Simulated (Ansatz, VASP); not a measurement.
**Hf3Br: VASP beside Ansatz**

```
Hf Br
1.0
     3.20798    0.00000    0.00000
     0.00000    3.20798    0.00000
     0.00000    0.00000    8.83183
Hf Br
3 1
Direct
  0.50000 0.50000 0.74167
  0.00000 0.00000 0.50000
  0.50000 0.50000 0.25833
  0.00000 0.00000 0.00000
```

Change from the starting cell: species swapped into the Tm3Mg type (P4/mmm, No. 123).

Alike in both runs: functional PBE; k mesh 6 × 6 × 2; occupations gaussian, width 0.1 eV; no spin polarisation.

Ansatz relaxed the structure, and its values are those at the end. VASP's run is a single point on that final structure, the one shown.

|  | VASP | Ansatz |
| --- | --- | --- |
| version | VASP 6.6.1 | Ansatz 0.2.0 |
| potentials or method | VASP PAW PBE potentials, release 64 (Hf_pv, Br), cutoff 520 eV | scalar-relativistic, plane waves, PAW |
| valence electrons in the cell | 37 | 85 |

Ansatz gave:

```
gap on the k mesh at the Fermi level (eV) : none
pressure (GPa)                            : 0.1
rms of the force components (eV/Å)        : 0.006
```

Question: What did VASP give for the same quantities?

Answer: gap on the k mesh at the Fermi level (eV): none; pressure (GPa): -0.4; rms of the force components (eV/Å): 0.015.

A gap of «none» marks a metal or a gap that the smearing closes. The functional is the same, so the differences come from potentials, cutoffs and numerics. VASP's potentials hold 37 valence electrons a cell and Ansatz's 85, so a difference there can come from the potentials and not from the codes.

Spin-orbit coupling is off throughout.
